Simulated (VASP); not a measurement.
# NiO (Fm-3m) in VASP: further runs

NiO is run at these levels: PBE+D4, BLYP; tasks: relaxation of cell and atoms.

All numbers are computed with VASP 6.6.1; they aren't measurements. Logs are shortened: lines on timing, memory, paths and dates and some standing lists are left out, and cuts for length are marked.

**1. The cell of the first run**

Symmetry: Fm-3m, No. 225, cubic system. Conventional cell: a = 4.172 Å, b = 4.172 Å, c = 4.172 Å, α = 90.00°, β = 90.00°, γ = 90.00°. Within 2.8 Å of Ni (site symmetry m-3m) lie 6 O at 2.09 Å. O (site symmetry m-3m) has 6 Ni at 2.09 Å within 2.8 Å.

**2. Relaxation of cell and atoms, PBE+D4, collinear spin, ferromagnetic start**

Contents of INCAR:

```
PREC = Accurate
ENCUT = 600
EDIFF = 1E-6
ISMEAR = -1
SIGMA = 0.05
LREAL = F
LASPH = T
NELM = 150
ALGO = Normal
ISIF = 3
LWAVE = F
LCHARG = F
ISPIN = 2
MAGMOM = 1 0
LORBIT = 11
LMAXMIX = 4
GGA = PE
IVDW = 13
IBRION = 2
NSW = 80
EDIFFG = -0.01
```

Contents of KPOINTS:

```
regular mesh
0
Gamma
  11 11 11
```

Contents of POSCAR:

```
NiO
1.0
    0.0000000000      2.0859016414      2.0859016414
    2.0859016414      0.0000000000      2.0859016414
    2.0859016414      2.0859016414      0.0000000000
Ni O
1 1
Direct
    0.0000000000      0.0000000000      0.0000000000
    0.5000000000      0.5000000000      0.5000000000
```

Potentials or basis: VASP PAW PBE potentials, release 64 (Ni, O).

On the command line:

```sh
cat potpaw_PBE.64/Ni/POTCAR potpaw_PBE.64/O/POTCAR > POTCAR
mpirun -np 1 vasp_std > vasp.out
```

OUTCAR:

```text
PREC = Accurate
   ENCUT = 600
   EDIFF = 1E-6
   ISMEAR = -1
   LREAL = F
   LASPH = T
   NELM = 150
   ISIF = 3
   ISPIN = 2
   LORBIT = 11
   GGA = PE
   IVDW = 13
   IBRION = 2
   NSW = 80
   EDIFFG = -0.01

 ion  position               nearest neighbor table
   1  0.000  0.000  0.000-   2 2.09   2 2.09   2 2.09   2 2.09   2 2.09   2 2.09
   2  0.500  0.500  0.500-   1 2.09   1 2.09   1 2.09   1 2.09   1 2.09   1 2.09

  LATTYP: Found a face centered cubic cell.
 ALAT       =     4.1718032828

  Lattice vectors:

 A1 = (   0.0000000000,   2.0859016414,   2.0859016414)
 A2 = (   2.0859016414,   0.0000000000,   2.0859016414)
 A3 = (   2.0859016414,   2.0859016414,   0.0000000000)

Analysis of symmetry for initial positions (statically):
=====================================================================
 Subroutine PRICEL returns:
 Original cell was already a primitive cell.

 Routine SETGRP: Setting up the symmetry group for a
 face centered cubic supercell.

 Subroutine GETGRP returns: Found 48 space group operations
 (whereof 48 operations were pure point group operations)
 out of a pool of 48 trial point group operations.

The static configuration has the point symmetry O_h .

Analysis of symmetry for dynamics (positions and initial velocities):
=====================================================================
 Subroutine PRICEL returns:
 Original cell was already a primitive cell.

 Routine SETGRP: Setting up the symmetry group for a
 face centered cubic supercell.

 Subroutine GETGRP returns: Found 48 space group operations
 (whereof 48 operations were pure point group operations)
 out of a pool of 48 trial point group operations.

The dynamic configuration has the point symmetry O_h .

Analysis of structural, dynamic, and magnetic symmetry:
=====================================================================
 Subroutine PRICEL returns:
 Original cell was already a primitive cell.

 Routine SETGRP: Setting up the symmetry group for a
 face centered cubic supercell.

 Subroutine GETGRP returns: Found 48 space group operations
 (whereof 48 operations were pure point group operations)
 out of a pool of 48 trial point group operations.

The overall configuration has the point symmetry O_h .

 Subroutine INISYM returns: Found 48 space group operations
 (whereof 48 operations are pure point group operations),
 and found     1 'primitive' translations

----------------------------------------------------------------------------------------

                                     Primitive cell

  volume of cell :      18.1515

  direct lattice vectors                    reciprocal lattice vectors
[... 190 lines left out ...]
 Fermi energy:         7.8937487631

 spin component 1

 k-point     1 :       0.0000    0.0000    0.0000
  band No.  band energies     occupation
      1     -12.4788      1.00000
      2       4.8177      1.00000
      3       4.8178      1.00000
      4       4.8914      1.00000
      5       4.8914      1.00000
      6       4.8914      1.00000
      7       5.2745      1.00000
      8       5.2745      1.00000
      9       5.2745      1.00000
     10       9.4294      0.00000
     11      25.7473      0.00000
     12      26.8231      0.00000
     13      26.8232      0.00000
[... 356 lines left out ...]
      2       1.2908      1.00000
      3       2.4243      1.00000
      4       3.0783      1.00000
      5       5.4065      1.00000
      6       5.6058      1.00000
      7       6.3051      1.00000
      8       6.3193      1.00000
      9       7.8097      0.84308
     10      13.1352      0.00000
     11      20.0899      0.00000
     12      21.0696      0.00000
     13      24.2691      0.00000

 [... further k-points ...]

 spin component 2

 k-point     1 :       0.0000    0.0000    0.0000
  band No.  band energies     occupation
      1     -12.0652      1.00000
      2       5.3701      1.00000
      3       5.3701      1.00000
      4       5.3701      1.00000
      5       6.0582      1.00000
      6       6.0584      1.00000
      7       6.0584      1.00000
      8       7.2682      1.00000
      9       7.2684      1.00000
     10       9.7640      0.00000
     11      25.6901      0.00000
     12      27.0322      0.00000
     13      27.0322      0.00000
[... 356 lines left out ...]
      2       1.8254      1.00000
      3       3.5591      1.00000
      4       3.5681      1.00000
      5       6.4167      1.00000
      6       6.9624      1.00000
      7       7.0660      1.00000
      8       7.8991      0.47352
      9       9.6889      0.00000
     10      13.5472      0.00000
     11      20.3078      0.00000
     12      21.4272      0.00000
     13      24.6745      0.00000

 [... further k-points ...]

------------------------ aborting loop because EDIFF is reached ----------------------------------------

  DFT-D4 for vdW energy calculation

  Edisp (eV):   -0.61717

  FORCE on cell =-STRESS in cart. coord.  units (eV):
  Direction    XX          YY          ZZ          XY          YZ          ZX
  --------------------------------------------------------------------------------------
  -------------------------------------------------------------------------------------
  Total      -0.01037    -0.01037    -0.01037     0.00000    -0.00000     0.00000
  in kB      -0.91184    -0.91184    -0.91184     0.00000    -0.00000     0.00000
  external pressure =       -0.91 kB  Pullay stress =        0.00 kB

 VOLUME and BASIS-vectors are now :
 -----------------------------------------------------------------------------
  energy-cutoff  :      600.00
  volume of cell :       18.22
      direct lattice vectors                 reciprocal lattice vectors
    -0.000000000  2.088392525  2.088392525    -0.239418593  0.239418593  0.239418593
     2.088392525  0.000000000  2.088392525     0.239418593 -0.239418593  0.239418593
     2.088392525  2.088392525 -0.000000000     0.239418593  0.239418593 -0.239418593

 POSITION                                       TOTAL-FORCE (eV/Angst)
 -----------------------------------------------------------------------------------
     -0.00000      2.08839      2.08839         0.000000      0.000000      0.000000
      2.08839      2.08839      2.08839        -0.000000     -0.000000     -0.000000
 -----------------------------------------------------------------------------------
    total drift:                               -0.000000     -0.000000      0.000000

  FREE ENERGIE OF THE ION-ELECTRON SYSTEM (eV)
  ---------------------------------------------------
  free  energy   TOTEN  =       -12.0945984941 eV

  energy  without entropy=      -12.0830282573  energy(sigma->0) =      -12.08881338

 reached required accuracy - stopping structural energy minimisation

 total charge

# of ion       s       p       d       tot
------------------------------------------
    1        0.331   0.404   8.253   8.989
    2        1.554   3.422   0.000   4.976
--------------------------------------------------
tot          1.885   3.826   8.253  13.964

 magnetization (x)

# of ion       s       p       d       tot
------------------------------------------
    1        0.012   0.015   1.366   1.392
    2        0.028   0.224   0.000   0.252
--------------------------------------------------
tot          0.039   0.239   1.366   1.644
```

OSZICAR:

```text
N       E                     dE             d eps       ncg     rms          rms(c)
DAV:   1     0.966762996520E+02    0.96676E+02   -0.85296E+03  2952   0.170E+03
DAV:   2    -0.706532480001E+01   -0.10374E+03   -0.91593E+02  3117   0.310E+02
[... 14 lines left out ...]
DAV:   1    -0.114792363009E+02   -0.36584E-02   -0.29804E-02  3057   0.309E+00    0.327E-01
DAV:   2    -0.114776509248E+02    0.15854E-02   -0.61676E-03  3247   0.185E+00    0.214E-01
DAV:   3    -0.114774872746E+02    0.16365E-03   -0.94335E-04  3999   0.874E-01    0.120E-01
DAV:   4    -0.114774443434E+02    0.42931E-04   -0.13185E-04  4182   0.256E-01    0.313E-02
DAV:   5    -0.114774346301E+02    0.97133E-05   -0.15750E-05  4222   0.549E-02    0.259E-02
DAV:   6    -0.114774321346E+02    0.24955E-05   -0.50881E-06  3050   0.410E-02    0.149E-02
DAV:   7    -0.114774326033E+02   -0.46876E-06   -0.34284E-06  2882   0.375E-02
   2 F= -.12094598E+02 E0= -.12088813E+02  d E =-.803022E-04  mag=     1.6863
```

CONTCAR:

```text
NiO
   1.00000000000000
    -0.0000000000000000    2.0883925247791915    2.0883925247791915
     2.0883925247791915    0.0000000000000000    2.0883925247791915
     2.0883925247791915    2.0883925247791915   -0.0000000000000000
  Ni              O
     1     1
Direct
     1.0000000000000000    0.0000000000000000    0.0000000000000000
     0.5000000000000000    0.5000000000000000    0.5000000000000000

  0.00000000E+00  0.00000000E+00  0.00000000E+00
  0.00000000E+00  0.00000000E+00  0.00000000E+00
```

Wall time 24 s (1 thread of Intel Xeon 6975P-C (Granite Rapids), shared host); peak memory 0.16 GiB.

Results:

```yaml
Free_energy: -12.0946 eV
Relaxed_volume: 9.11 Å³/atom
Relaxed_cell: a = 2.953 Å, b = 2.953 Å, c = 2.953 Å, α = 60.00°, β = 60.00°, γ = 60.00°
Space_group_after_relaxing_to_0.1_Å: Fm-3m (No. 225)
Energy_gained_by_relaxing: 0.0 meV/atom
Ionic_steps: 2
Pressure_after_relaxing: -0.1 GPa
Net_moment: 1.69 μB per cell
Site_moments: Ni +1.39; O +0.25 μB
Valence_electrons_inside_the_program's_atomic_spheres: Ni 8.99; O 4.98
Dispersion_energy_per_atom: -0.309 eV
```

Final structure:
```xyz
2
Lattice="0.0000 2.0884 2.0884 2.0884 0.0000 2.0884 2.0884 2.0884 0.0000" Properties=species:S:1:pos:R:3 pbc="T T T"
Ni    0.0000    2.0884    2.0884
O     2.0884    2.0884    2.0884
```

Caveat: a cell with one magnetic atom can't hold antiferromagnetic order, which such compounds often take; semilocal functionals often make such compounds metallic where correlation or magnetic order opens a gap, which also shifts bond lengths.

**3. Relaxation of cell and atoms, BLYP, collinear spin, ferromagnetic start**

Contents of INCAR:

```
PREC = Accurate
ENCUT = 600
EDIFF = 1E-6
ISMEAR = -5
SIGMA = 0.05
LREAL = F
LASPH = T
NELM = 150
ALGO = Normal
ISIF = 3
LWAVE = F
LCHARG = F
ISPIN = 2
MAGMOM = 1.75 0.38
LORBIT = 11
LMAXMIX = 4
GGA = B5
ALDAX = 1.0
AGGAX = 1.0
AGGAC = 1.0
ALDAC = 0.0
IBRION = 2
NSW = 80
EDIFFG = -0.005
```

KPOINTS is that of step 2.

POSCAR is that of step 2.

Potentials or basis: VASP PAW PBE potentials, release 64 (Ni, O).

On the command line:

```sh
cat potpaw_PBE.64/Ni/POTCAR potpaw_PBE.64/O/POTCAR > POTCAR
mpirun -np 1 vasp_std > vasp.out
```

Wall time 77 s (1 thread of Intel Xeon 6975P-C (Granite Rapids), shared host); peak memory 0.17 GiB.

Results (log left out):

```yaml
Free_energy: -10.6257 eV
Relaxed_volume: 9.82 Å³/atom
Relaxed_cell: a = 3.028 Å, b = 3.028 Å, c = 3.028 Å, α = 60.00°, β = 60.00°, γ = 60.00°
Space_group_after_relaxing_to_0.1_Å: Fm-3m (No. 225)
Energy_gained_by_relaxing: 27.1 meV/atom
Ionic_steps: 4
Pressure_after_relaxing: 0.0 GPa
Net_moment: 1.92 μB per cell
Site_moments: Ni +1.54; O +0.32 μB
Valence_electrons_inside_the_program's_atomic_spheres: Ni 8.87; O 4.96
```

Step by step:
```tsv
step	energy change (eV)	largest force (eV/Å)	pressure (GPa)	volume (Å³)
1	0.0000	0.0000	14.10	18.15
2	-0.0404	0.0000	-5.13	20.33
3	-0.0543	0.0000	0.95	19.51
4	-0.0542	0.0000	-0.03	19.64
```

Final structure:
```yaml
crystal:
  lattice:
    - [0.00000, 2.14132, 2.14132]
    - [2.14132, 0.00000, 2.14132]
    - [2.14132, 2.14132, 0.00000]
  atoms:
    - { symbol: Ni, position: [0.00000, 0.00000, 0.00000] }
    - { symbol: O, position: [0.50000, 0.50000, 0.50000] }
```

Levels at points of the mesh, in eV from the Fermi level:
Spin up:
| k point | band 6 | band 7 | band 8 | band 9 | band 10 | band 11 | band 12 | band 13 |
| --- | --- | --- | --- | --- | --- | --- | --- | --- |
| (0.00, 0.00, 0.00) | -2.59 | -2.54 | -2.54 | -2.54 | 1.47 | 18.40 | 18.73 | 18.73 |
Spin down:
```tsv
k point	band 5	band 6	band 7	band 8	band 9	band 10
(0.00, 0.00, 0.00)	-1.70	-1.70	-1.70	-0.38	-0.38	1.84
```

Caveat: the PAW data sets were made with another functional, which shifts forces and pressure a little; a cell with one magnetic atom can't hold antiferromagnetic order, which such compounds often take; semilocal functionals often make such compounds metallic where correlation or magnetic order opens a gap, which also shifts bond lengths; tetrahedron occupations give inexact forces and stress in metals. Zero-point motion and thermal expansion aren't in these numbers.
